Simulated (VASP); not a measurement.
# SnTe (NiAs type) (P6_3/mmc) in VASP: notebook

Runs on SnTe (NiAs type). Level: PBE. Tasks: single point.

Program: VASP 6.6.1. These are calculated values, not measurements. Logs are shortened: lines on timing, memory, paths and dates and some standing lists are left out, and cuts for length are marked.

### Step 1. The cell of the first run

The structure is hexagonal, space group P6_3/mmc (No. 194). The conventional cell has a = 4.436 Å, b = 4.436 Å, c = 7.856 Å, α = 90.00°, β = 90.00°, γ = 120.00°. Sn (site symmetry -3m) has 6 Te at 3.23 Å and 2 Sn at 3.93 Å within 4.2 Å. Within 4.2 Å of Te (site symmetry -6m2) lie 6 Sn at 3.23 Å.

### Step 2. Single point, PBE

Input file INCAR:

```
SYSTEM = SnTe
  PREC = Accurate
  ENCUT = 520
  EDIFF = 1E-7
  ISMEAR = -1
  SIGMA = 0.05
  LREAL = .False.
  LASPH = .True.
  NELM = 100
  ALGO = Normal
  ISIF = 2
  LWAVE = .False.
  LCHARG = .False.
  GGA = PE
  NBANDS = 28
```

Input file KPOINTS:

```
Automatic mesh
0
Gamma
  9 9 5
  0 0 0
```

Input file POSCAR:

```
SnTe
1.0
    4.4364687529      0.0000000000      0.0000000000
   -2.2182343765      3.8420946431      0.0000000000
    0.0000000000      0.0000000000      7.8564010131
Sn Te
2 2
Direct
    0.0000000000      0.0000000000      0.0000000000
    0.0000000000      0.0000000000      0.5000000000
    0.3333333333      0.6666666667      0.2500000000
    0.6666666667      0.3333333333      0.7500000000
```

Potentials or basis: VASP PAW PBE potentials, release 64 (Sn_d, Te).

Launch:

```bash
cat potpaw_PBE.64/Sn_d/POTCAR potpaw_PBE.64/Te/POTCAR > POTCAR
mpirun -np 1 vasp_std > vasp.out
```

OUTCAR:

```text
SYSTEM = SnTe
   PREC = Accurate
   ENCUT = 520
   EDIFF = 1E-7
   ISMEAR = -1
   LREAL = .False.
   LASPH = .True.
   NELM = 100
   ISIF = 2
   GGA = PE

 ion  position               nearest neighbor table
   1  0.000  0.000  0.000-   3 3.23   4 3.23   4 3.23   3 3.23   4 3.23   3 3.23
   2  0.000  0.000  0.500-   3 3.23   4 3.23   4 3.23   3 3.23   4 3.23   3 3.23
   3  0.333  0.667  0.250-   1 3.23   2 3.23   1 3.23   2 3.23   1 3.23   2 3.23
   4  0.667  0.333  0.750-   1 3.23   2 3.23   1 3.23   2 3.23   1 3.23   2 3.23

  LATTYP: Found a hexagonal cell.
 ALAT       =     4.4364687529
 C/A-ratio  =     1.7708681049

  Lattice vectors:

 A1 = (   4.4364687529,   0.0000000000,   0.0000000000)
 A2 = (  -2.2182343765,   3.8420946431,   0.0000000000)
 A3 = (   0.0000000000,   0.0000000000,   7.8564010131)

Analysis of symmetry for initial positions (statically):
=====================================================================
 Subroutine PRICEL returns:
 Original cell was already a primitive cell.

 Routine SETGRP: Setting up the symmetry group for a
 hexagonal supercell.

 Subroutine GETGRP returns: Found 24 space group operations
 (whereof 12 operations were pure point group operations)
 out of a pool of 24 trial point group operations.

The static configuration has the point symmetry D_3d.
 The point group associated with its full space group is D_6h.

Analysis of symmetry for dynamics (positions and initial velocities):
=====================================================================
 Subroutine PRICEL returns:
 Original cell was already a primitive cell.

 Routine SETGRP: Setting up the symmetry group for a
 hexagonal supercell.

 Subroutine GETGRP returns: Found 24 space group operations
 (whereof 12 operations were pure point group operations)
 out of a pool of 24 trial point group operations.

The dynamic configuration has the point symmetry D_3d.
 The point group associated with its full space group is D_6h.

 Subroutine INISYM returns: Found 24 space group operations
 (whereof 12 operations are pure point group operations),
 and found     1 'primitive' translations

----------------------------------------------------------------------------------------

                                     Primitive cell

  volume of cell :     133.9150

  direct lattice vectors                    reciprocal lattice vectors
     4.436468753  0.000000000  0.000000000     0.225404495  0.130137346  0.000000000
    -2.218234376  3.842094643  0.000000000     0.000000000  0.260274692  0.000000000
     0.000000000  0.000000000  7.856401013     0.000000000  0.000000000  0.127284745

  length of vectors
     4.436468753  4.436468753  7.856401013     0.260274692  0.260274692  0.127284745

  position of ions in fractional coordinates (direct lattice)
     0.000000000  0.000000000  0.000000000
     0.000000000  0.000000000  0.500000000
     0.333333333  0.666666667  0.250000000
     0.666666667  0.333333333  0.750000000

  ion indices of the primitive-cell ions
   primitive index   ion index
                 1           1
                 2           2
                 3           3
                 4           4

----------------------------------------------------------------------------------------

 KPOINTS: Automatic mesh

Automatic generation of k-mesh.
 Grid dimensions read from file:
 generate k-points for:    9    9    5

 Generating k-lattice:

  Cartesian coordinates                     Fractional coordinates (reciprocal lattice)
     0.025044944  0.014459705  0.000000000     0.111111111  0.000000000  0.000000000
     0.000000000  0.028919410  0.000000000     0.000000000  0.111111111  0.000000000
     0.000000000  0.000000000  0.025456949     0.000000000  0.000000000  0.200000000

  Length of vectors
     0.028919410  0.028919410  0.025456949

  Shift w.r.t. Gamma in fractional coordinates (k-lattice)
     0.000000000  0.000000000  0.000000000

 Subroutine IBZKPT returns following result:
 ===========================================

 Found     36 irreducible k-points:

 Following reciprocal coordinates:
            Coordinates               Weight
  0.000000  0.000000  0.000000      1.000000
  0.111111  0.000000  0.000000      6.000000
  0.222222  0.000000  0.000000      6.000000
  0.333333  0.000000  0.000000      6.000000
  0.444444  0.000000  0.000000      6.000000
  0.111111  0.111111  0.000000      6.000000
[... 16 lines left out ...]
  0.333333  0.222222  0.200000     24.000000
  0.333333  0.333333  0.200000      4.000000
 [... further k-points ...]
   k-points           NKPTS =     36   k-points in BZ     NKDIM =     36   number of bands    NBANDS=     28
   number of dos      NEDOS =    301   number of ions     NIONS =      4
   total plane-waves  NPLWV =  77760
   dimension x,y,z NGX =    36 NGY =   36 NGZ =   60
   dimension x,y,z NGXF=    72 NGYF=   72 NGZF=  120
   ions per type =               2   2
   NGX,Y,Z   is equivalent  to a cutoff of  13.49, 13.49, 12.70 a.u.
   NGXF,Y,Z  is equivalent  to a cutoff of  26.98, 26.98, 25.39 a.u.
 SYSTEM =  SnTe
   PREC   = accura    normal or accurate (medium, high low for compatibility)
   ISTART =      0    job   : 0-new  1-cont  2-samecut
   ICHARG =      2    charge: 1-file 2-atom 10-const
   ISPIN  =      1    spin polarized calculation?
   LNONCOLLINEAR =      F non collinear calculations
   LSORBIT =      F    spin-orbit coupling
   LASPH  =      T    aspherical Exc in radial PAW
   ENCUT  =  520.0 eV  38.22 Ry    6.18 a.u.   8.25  8.25 14.61*2*pi/ulx,y,z
   NELM   =    100;   NELMIN=  2; NELMDL= -5     # of ELM steps
   EDIFF  = 0.1E-06   stopping-criterion for ELM
   LREAL  =      F    real-space projection
   EDIFFG = 0.1E-05   stopping-criterion for IOM
   NSW    =      0    number of steps for IOM
   IBRION =     -1    ionic relax: 0-MD 1-quasi-New 2-CG
   NFREE  =      0    steps in history (QN), initial steepest desc. (CG)
   ISIF   =      2    stress and relaxation
   ISYM   =      2    0-nonsym 1-usesym 2-fastsym
   POTIM  = 0.5000    time-step for ionic-motion
   TEBEG  =    0.0;   TEEND  =   0.0 temperature during run
   PSTRESS=    0.0 pullay stress
   NELECT =      40.0000    total number of electrons
   NUPDOWN=      -1.0000    fix difference up-down
   EMIN   =  10.00;   EMAX   =-10.00  energy-range for DOS
   EFERMI =   0.00;   METHOD = LEGACY
   ISMEAR =    -1;   SIGMA  =   0.05  broadening in eV -4-tet -1-fermi 0-gaus
   EFERMI_NEDOS =   21; number of points for ismear=-14 and -15
   IALGO  =     38    algorithm
   IMIX   =      4    mixing-type and parameters
     AMIX     =   0.40;   BMIX     =  1.00
     AMIX_MAG =   1.60;   BMIX_MAG =  1.00
  volume/ion in A,a.u.               =      33.48       225.93
  Fermi-wavevector in a.u.,A,eV,Ry     =   1.094339  2.068000 16.294029  1.197577
  Thomas-Fermi vector in A             =   2.230642
   LORBIT       =      0    0 simple, 1 ext, 2 COOP (PROOUT), +10 PAW based schemes
   GGA     = PE    functional components
   LHFCALC =     F    Hartree Fock is set to
   AEXX    =    0.0000 exact exchange contribution
   IVDW    =     0    specifies the selected vdW correction
   LEPSILON=     F    determine dielectric tensor
   LRPA    =     F    only Hartree local field effects (RPA)
 non-spin polarized calculation
  energy-cutoff  :      520.00
  volume of cell :      133.91
 maximum number of plane-waves:      3627
 NGX is ok and might be reduce to    36
   NGX = 17   NGY = 17   NGZ = 29

 number of electron      40.0000003 magnetization

 Free energy of the ion-electron system (eV)
  ---------------------------------------------------
  ext. energy  EPLUGINS =         0.00000000
  ---------------------------------------------------
  free energy    TOTEN  =       -14.92894911 eV

  energy without entropy =      -14.92218492  energy(sigma->0) =      -14.92556702

 E-fermi :   6.2063     XC(G=0):  -9.1821

 val. band max:        6.1282486782   @ k =   0.4444   0.0000   0.0000
 cond. band min:       6.2569935958   @ k =   0.3333   0.3333   0.4000
 fundamental gap:      0.1287449177
 Fermi energy:         6.2063326943

 k-point     1 :       0.0000    0.0000    0.0000
  band No.  band energies     occupation
      1     -15.7527      2.00000
      2     -15.7474      2.00000
      3     -15.7474      2.00000
      4     -15.7439      2.00000
      5     -15.7439      2.00000
      6     -15.7387      2.00000
[... 20 lines left out ...]
     27      10.2921      0.00000
     28      11.6426      0.00000

 k-point     2 :       0.1111    0.0000    0.0000
  band No.  band energies     occupation
      1     -15.7522      2.00000
      2     -15.7481      2.00000
      3     -15.7467      2.00000
      4     -15.7442      2.00000
      5     -15.7430      2.00000
      6     -15.7392      2.00000
[... 20 lines left out ...]
     27      10.3168      0.00000
     28      10.7942      0.00000

 k-point     3 :       0.2222    0.0000    0.0000
  band No.  band energies     occupation
      1     -15.7517      2.00000
      2     -15.7494      2.00000
      3     -15.7451      2.00000
      4     -15.7448      2.00000
      5     -15.7406      2.00000
      6     -15.7402      2.00000
[... 20 lines left out ...]
     27      10.4214      0.00000
     28      11.3229      0.00000

 k-point     4 :       0.3333    0.0000    0.0000
  band No.  band energies     occupation
      1     -15.7536      2.00000
      2     -15.7491      2.00000
      3     -15.7456      2.00000
      4     -15.7441      2.00000
      5     -15.7408      2.00000
      6     -15.7379      2.00000
[... 20 lines left out ...]
     27      10.7308      0.00000
     28      12.4048      0.00000

 k-point     5 :       0.4444    0.0000    0.0000
  band No.  band energies     occupation
      1     -15.7554      2.00000
      2     -15.7486      2.00000
      3     -15.7463      2.00000
      4     -15.7439      2.00000
      5     -15.7408      2.00000
      6     -15.7363      2.00000
[... 20 lines left out ...]
     27      10.9430      0.00000
     28      11.8549      0.00000

 k-point     6 :       0.1111    0.1111    0.0000
  band No.  band energies     occupation
      1     -15.7514      2.00000
      2     -15.7493      2.00000
      3     -15.7455      2.00000
      4     -15.7444      2.00000
      5     -15.7415      2.00000
      6     -15.7399      2.00000
[... 463 lines left out ...]
      5     -15.7398      2.00000
      6     -15.7372      2.00000
[... 20 lines left out ...]
     27      10.8268      0.00000
     28      12.4730      0.00000

 k-point    22 :       0.2222    0.2222    0.2000
  band No.  band energies     occupation
      1     -15.7510      2.00000
      2     -15.7466      2.00000
      3     -15.7448      2.00000
      4     -15.7438      2.00000
      5     -15.7399      2.00000
      6     -15.7391      2.00000
[... 20 lines left out ...]
     27      11.0890      0.00000
     28      12.1794      0.00000

 k-point    23 :       0.3333    0.2222    0.2000
  band No.  band energies     occupation
      1     -15.7512      2.00000
      2     -15.7461      2.00000
      3     -15.7450      2.00000
      4     -15.7436      2.00000
      5     -15.7393      2.00000
      6     -15.7389      2.00000
[... 20 lines left out ...]
     27      11.0882      0.00000
     28      12.5067      0.00000

 k-point    24 :       0.3333    0.3333    0.2000
  band No.  band energies     occupation
      1     -15.7486      2.00000
      2     -15.7486      2.00000
      3     -15.7449      2.00000
      4     -15.7412      2.00000
      5     -15.7412      2.00000
      6     -15.7378      2.00000
[... 20 lines left out ...]
     27      11.8293      0.00000
     28      11.8293      0.00000

 [... further k-points ...]
[... 5 lines left out ...]
  --------------------------------------------------------------------------------------
  -------------------------------------------------------------------------------------
  Total       -0.0132512     -0.0132512      0.0125119      0.0000000      0.0000000      0.0000000
  in kB       -0.1585395     -0.1585395      0.1496947      0.0000000      0.0000000      0.0000000
  external PRESSURE =      -0.0557948 kB  Pullay stress =       0.0000000 kB

 VOLUME and BASIS-vectors are now :
 -----------------------------------------------------------------------------
  energy-cutoff  :      520.00
  volume of cell :      133.91
      direct lattice vectors                 reciprocal lattice vectors
     4.436468753  0.000000000  0.000000000     0.225404495  0.130137346  0.000000000
    -2.218234376  3.842094643  0.000000000     0.000000000  0.260274692  0.000000000
     0.000000000  0.000000000  7.856401013     0.000000000  0.000000000  0.127284745

 POSITION                                       TOTAL-FORCE (eV/Angst)
 -----------------------------------------------------------------------------------
      0.00000      0.00000      0.00000         0.000000      0.000000     -0.000000
      0.00000      0.00000      3.92820         0.000000      0.000000     -0.000000
     -0.00000      2.56140      1.96410         0.000000     -0.000000     -0.000000
      2.21823      1.28070      5.89230        -0.000000      0.000000      0.000000
 -----------------------------------------------------------------------------------
    total drift:                               -0.000000      0.000000      0.000000

  FREE ENERGIE OF THE ION-ELECTRON SYSTEM (eV)
  ---------------------------------------------------
  free  energy   TOTEN  =       -14.9289491147 eV

  energy  without entropy=      -14.9221849229  energy(sigma->0) =      -14.92556702
```

Wall time 1.9 min (1 thread of Intel Xeon Platinum 8488C (Sapphire Rapids), shared host); peak memory 0.33 GiB.

Results:

```
Free energy            : -14.9289 eV
Pressure               : 0.0 GPa
Band gap on the k mesh : zero (band 20 reaches 6.66 eV, above the bottom of band 21 at 6.13 eV)
```

Levels at points of the mesh, in eV from the Fermi level:
| k point | band 18 | band 19 | band 20 | band 21 | band 22 | band 23 |
| --- | --- | --- | --- | --- | --- | --- |
| (0.00, 0.00, 0.00) | -1.45 | -1.45 | -0.08 | 0.63 | 1.59 | 1.59 |

Caveat: spin-orbit coupling is left out, which moves the levels of the heavy elements.

[end of part 1 of 2]
